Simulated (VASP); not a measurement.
# Ta: single point with LDA

Crystal: Ta.

```xyz
1
Lattice="-1.8536 1.8536 1.3105 1.8536 -1.8536 1.3105 1.8536 1.8536 -1.3105" Properties=species:S:1:pos:R:3 pbc="T T T"
Ta    0.0000    0.0000    0.0000
```

This cell differs from its parent crystal: ratio of the length along z to the lengths across it x 0.707, volume and fractional coordinates fixed.

| Item | Value |
| --- | --- |
| Program | VASP 6.6.1 |
| Task | single point |
| Functional | LDA |
| Potentials or basis | VASP PAW LDA potentials, release 64 (Ta_pv) |
| Cutoff | 520 eV |
| k mesh | 22 × 22 × 22 |
| Occupations | methfessel-paxton, width 0.02 eV |
| Spin | no spin polarisation |
| Dipole correction | no |
| Further INCAR settings | ALGO = Fast; EDIFF = 1e-06; NBANDS = 12 |

* Pressure: -0.2 GPa

Stress tensor (GPa, compression positive):
```
-6.54  0.00  0.00
 0.00 -6.54  0.00
 0.00  0.00 12.45
```

Levels at points of the mesh, in eV from the Fermi level:
```csv
k point,band 2,band 3,band 4,band 5,band 6,band 7,band 8,band 9,band 10,band 11
"(0.00, 0.00, 0.00)",-33.30,-32.64,-8.09,-1.98,-0.33,3.36,3.36,5.37,13.46,13.46
"(0.50, 0.00, 0.00)",-33.53,-33.43,-4.51,-2.91,2.93,2.98,6.18,7.18,11.96,13.63
"(0.50, 0.50, 0.00)",-33.21,-32.79,-4.90,-0.37,-0.03,2.41,2.60,7.39,9.91,13.51
"(0.50, 0.50, 0.50)",-34.17,-32.95,-4.48,-3.93,5.71,5.71,6.89,6.89,7.30,14.34
```

Run time: 93 s on 1 thread of Intel Xeon 6975P-C (shared host), peak memory 0.28 GiB.

Caveat: spin-orbit coupling is left out, which moves the levels of the heavy elements.
